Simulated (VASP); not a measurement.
Bi: electric field gradients with PBE

The system is Bi.

```
CELL_PARAMETERS angstrom
2.22034 1.25005 3.91815
-2.32566 1.29551 3.96361
-0.01329 -2.66417 3.98025
ATOMIC_POSITIONS crystal
Bi 0.23389 0.23389 0.23389
Bi 0.76611 0.76611 0.76611
```

This cell differs from its parent crystal: equal xy, yz and zx shear strains of -2 %.

```yaml
Program: VASP 6.6.1
Task: electric field gradients
Functional: PBE
Potentials_or_basis: VASP PAW PBE potentials, release 64 (Bi_d)
Cutoff: 520 eV
k_mesh: 11 × 11 × 11
Occupations: fermi-dirac, width 0.03 eV
Spin: no spin polarisation
Dipole_correction: no
Further_INCAR_settings: ALGO = Normal; EDIFF = 1e-08; NBANDS = 22
```

| Quantity | Value |
| --- | --- |
| Pressure | 1.8 GPa |
| Largest force | 0.240 eV/Å |
| Band gap on the k mesh | zero (bands 15 and 16 overlap by 0.19 eV) |
| Largest electric field gradient by atom | Bi -49.9 V/Å² |

Forces in eV/Å, atoms in the order of the input:
```
Bi   0.057  0.123  0.197
Bi  -0.057 -0.123 -0.197
```

Stress tensor (GPa, compression positive):
```
1.20 0.14 0.42
0.14 2.23 0.95
0.42 0.95 1.83
```

Levels at points of the mesh, in eV from the Fermi level:
```
           k point  band 12  band 13  band 14  band 15  band 16  band 17  band 18  band 19
(0.00, 0.00, 0.00)    -7.47    -1.49    -1.32    -1.03     2.47     2.82     3.13     5.62
```

Electric field gradients, principal values (V/Å²):
| atom | least | middle | greatest (by size) |
| --- | --- | --- | --- |
| 1 Bi | 18.301 | 31.585 | -49.886 |
| 2 Bi | 18.301 | 31.585 | -49.886 |

It took 8 min on 4 MPI ranks on Oxide Virtual Turin-like Processor (shared host), peak memory 0.81 GiB a rank.

Caveat: the cell differs from its parent crystal (equal xy, yz and zx shear strains of -2 %); without QUAD_EFG the Cq values of the log hold for a quadrupole moment of 1 mb, not for the nuclei; spin-orbit coupling is left out, which moves the levels of the heavy elements.
